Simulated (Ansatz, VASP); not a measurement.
# Hf in VASP and in Ansatz

```
Hf
1.0
     5.04148    0.00000    0.00000
    -2.52074    4.36605    0.00000
     0.00000    0.00000    3.04804
Hf
3
Cartesian
  1.6806 0.0000 1.0160
  -0.8403 1.4555 2.0320
  1.6804 2.9106 0.0000
```

Alike in both runs: functional PBE; k mesh 6 × 6 × 4; occupations gaussian, width 0.1 eV; no spin polarisation.

Ansatz relaxed the structure, and its values are those at the end. VASP's run is a single point on that final structure, the one shown.

|  | VASP | Ansatz |
| --- | --- | --- |
| version | VASP 6.6.1 | Ansatz 0.2.0 |
| potentials or method | VASP PAW PBE potentials, release 64 (Hf_pv), cutoff 520 eV | scalar-relativistic, plane waves, PAW |
| valence electrons in the cell | 30 | 78 |

VASP gave:

* gap on the k mesh at the Fermi level (eV): none
* pressure (GPa): -0.4

Estimate Ansatz's values.

gap on the k mesh at the Fermi level (eV): none; pressure (GPa): -0.1.

A gap of «none» marks a metal or a gap that the smearing closes. With one functional, cell and mesh, what is left measures potentials, basis and numerics. VASP's potentials hold 30 valence electrons a cell and Ansatz's 78, so a difference there can come from the potentials and not from the codes.

The k mesh is coarse, so the values compare programs but aren't converged. Spin-orbit coupling is off throughout.
